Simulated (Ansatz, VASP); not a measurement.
## One calculation of P, two programs

```xyz
2
Lattice="0.0000 2.6566 2.6566 2.6566 0.0000 2.6566 2.6566 2.6566 0.0000" Properties=species:S:1:pos:R:3 pbc="T T T"
P    -0.7306   -0.5977   -0.5977
P     0.7306    0.5977    0.5977
```

Change from the starting cell: shortest bond scaled by 1.1, PAW files.

Alike in both runs: task electric field gradients; functional PBE; k mesh 10 × 10 × 10; occupations fermi-dirac, width 0.05 eV; no spin polarisation.

|  | VASP | Ansatz |
| --- | --- | --- |
| version | VASP 6.6.1 | Ansatz 0.2.0 |
| potentials or method | VASP PAW PBE potentials, release 64 (P) | PAW with Ansatz's default frozen-core files, scalar-relativistic |
| plane-wave cutoff (eV) | 520 | 420 |
| valence electrons in the cell | 10 | 10 |

```csv
,VASP,Ansatz,Ansatz less VASP
pressure (GPa),5.4,5.6,+0.20
"traceless stress, the component that is largest in VASP (GPa)",1.75,1.86,+0.111
rms of the force components (eV/Å),0.354,0.363,+0.0092
size of Vzz on the site where it differs most (V/Å²),23.0,24.9,+1.83
```

Atom by atom the forces differ by 0.009 eV/Å (rms over components). The functional is the same, so the differences come from potentials, cutoffs and numerics.
